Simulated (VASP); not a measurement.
# Zr: single point with LDA

The system is Zr.

```
Zr
1.0
    -1.74381    1.74381    1.74381
     1.74381   -1.74381    1.74381
     1.74381    1.74381   -1.74381
Zr
1
Direct
  0.00000 0.00000 0.00000
```

* Program: VASP 6.6.1
* Task: single point
* Functional: LDA
* Potentials or basis: VASP PAW LDA potentials, release 64 (Zr_sv)
* Cutoff: 520 eV
* k mesh: 21 × 21 × 21
* Occupations: fermi-dirac, width 0.1 eV
* Spin: no spin polarisation
* Dipole correction: no
* Further INCAR settings: ALGO = Normal; EDIFF = 1e-07; NBANDS = 12

```
Pressure               : -0.1 GPa
Band gap on the k mesh : zero (band 6 reaches 10.70 eV, above the bottom of band 7 at 8.88 eV)
```

Levels at points of the mesh, in eV from the Fermi level:
| k point | band 4 | band 5 | band 6 | band 7 | band 8 | band 9 |
| --- | --- | --- | --- | --- | --- | --- |
| (0.00, 0.00, 0.00) | -25.53 | -5.46 | 1.14 | 1.14 | 1.14 | 3.89 |

Wall time 25 s on 1 thread of Intel(R) Xeon(R) Platinum 8488C (Sapphire Rapids), on a shared host, peak memory 0.18 GiB.
